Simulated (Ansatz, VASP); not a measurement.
One calculation of CsSnI3, two programs

```
Cs I Sn
1.0
     6.32741    0.00000    0.00000
     0.00000    6.32741    0.00000
     0.00000    0.00000    6.32741
Cs I Sn
1 3 1
Direct
  0.00000 0.00000 0.00000
  0.50000 0.50000 0.00000
  0.50000 0.00000 0.50000
  0.00000 0.50000 0.50000
  0.50000 0.50000 0.50000
```

Change from the starting cell: volume scaled by 1.06.

Alike in both runs: task single point; functional LDA; k mesh 5 × 5 × 5; occupations fermi-dirac, width 0.05 eV; no spin polarisation.

|  | VASP | Ansatz |
| --- | --- | --- |
| version | VASP 6.6.1 | Ansatz 0.2.0 |
| potentials or method | VASP PAW LDA potentials, release 64 (Cs_sv, I, Sn_d), cutoff 520 eV | all-electron LAPW, scalar-relativistic |

|  | VASP | Ansatz | Ansatz less VASP |
| --- | --- | --- | --- |
| gap on the k mesh at the Fermi level (eV) | 1.78 | 1.79 | +0.013 |
| least direct gap on the mesh (eV) | 1.78 | 1.79 | +0.013 |
| pressure (GPa) | -2.2 | -2.2 | 0.00 |

LDA's correlation is that of Perdew and Zunger in VASP and of Perdew and Wang (1992) in Ansatz. Ansatz ran all-electron here, and VASP with PAW potentials.

Neither program's run includes spin-orbit coupling.
